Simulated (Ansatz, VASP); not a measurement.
Two plane-wave programs on MgBe2SO2

```
Mg Be S O
1.0
     3.35115    0.00000    0.00000
     0.00000    3.35115    0.00000
     0.00000    0.00000    8.81312
Mg Be S O
1 2 1 2
Cartesian
  0.0000 0.0000 0.0000
  1.6756 1.6756 0.0000
  0.0000 0.0000 4.4066
  1.6756 1.6756 4.4066
  1.6756 0.0000 8.1132
  0.0000 1.6756 0.6999
```

Change from the starting cell: species swapped into the Li2MgCdP2 type (P-4m2, No. 115).

Alike in both runs: functional PBE; k mesh 4 × 4 × 4; occupations gaussian, width 0.1 eV; no spin polarisation.

Ansatz relaxed the structure, and its values are those at the end. VASP's run is a single point on that final structure, the one shown.

|  | VASP | Ansatz |
| --- | --- | --- |
| version | VASP 6.6.1 | Ansatz 0.2.0 |
| potentials or method | VASP PAW PBE potentials, release 64 (Mg, Be, S, O), cutoff 520 eV | scalar-relativistic, plane waves, PAW |
| valence electrons in the cell | 24 | 32 |

```tsv
	VASP	Ansatz	Ansatz less VASP
gap on the k mesh at the Fermi level (eV)	0.24	0.23	-0.003
least direct gap on the mesh (eV)	0.56	0.54	-0.015
pressure (GPa)	0.3	0.1	-0.17
rms of the force components (eV/Å)	0.011	0.002	-0.0084
```

With one functional, cell and mesh, what is left measures potentials, basis and numerics. VASP's potentials hold 24 valence electrons a cell and Ansatz's 32, so a difference there can come from the potentials and not from the codes.

The k mesh is coarse, so the values compare programs but aren't converged.
